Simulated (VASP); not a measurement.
Runs of VASP 6.6.1 on C. The structure is that of space group Fd-3m (No. 227), or close to it. The cells are those of the table. 

```tsv
level	potentials or basis	cell	k mesh	cutoff (eV)	gap on the mesh (eV)	pressure (GPa)
HSE06	VASP PAW PBE potentials, release 64 (C)	a = 2.530, b = 2.530, c = 2.517 Å, angles 60.2, 60.2, 59.7°, 2 atoms	8 × 8 × 8	520	5.13	-9.3
r2SCAN	VASP PAW PBE potentials, release 64 (C_h)	a = 2.568, b = 2.568, c = 2.517 Å, angles 60.7, 60.7, 58.7°, 2 atoms	12 × 12 × 12	910	(c)	(b)
HSE06	VASP PAW PBE potentials, release 64 (C)	a = 2.568, b = 2.568, c = 2.517 Å, angles 60.7, 60.7, 58.7°, 2 atoms	8 × 8 × 8	520	4.68	-21.4
HSE06	VASP PAW PBE potentials, release 64 (C)	a = 2.492, b = 2.492, c = 2.517 Å, angles 59.7, 59.7, 60.7°, 2 atoms	8 × 8 × 8	520	4.79	(a)
```

Alike in all rows: no spin polarisation; smearing gaussian 0.01 eV.

Problem. Estimate the missing entries.

Solution. (a) 4.7; (b) -17.1; (c) 3.78.

Caveats: the PAW data sets were made with another functional, which shifts forces and pressure a little; the cell stands under tension (at least some runs); the cutoff is under 1.25 times the usual one of these potentials, so pressure, stress and relaxed cells hold a basis-set (Pulay) error (at least some runs); the cell stands under pressure (at least some runs).

A k mesh can miss the band edges.
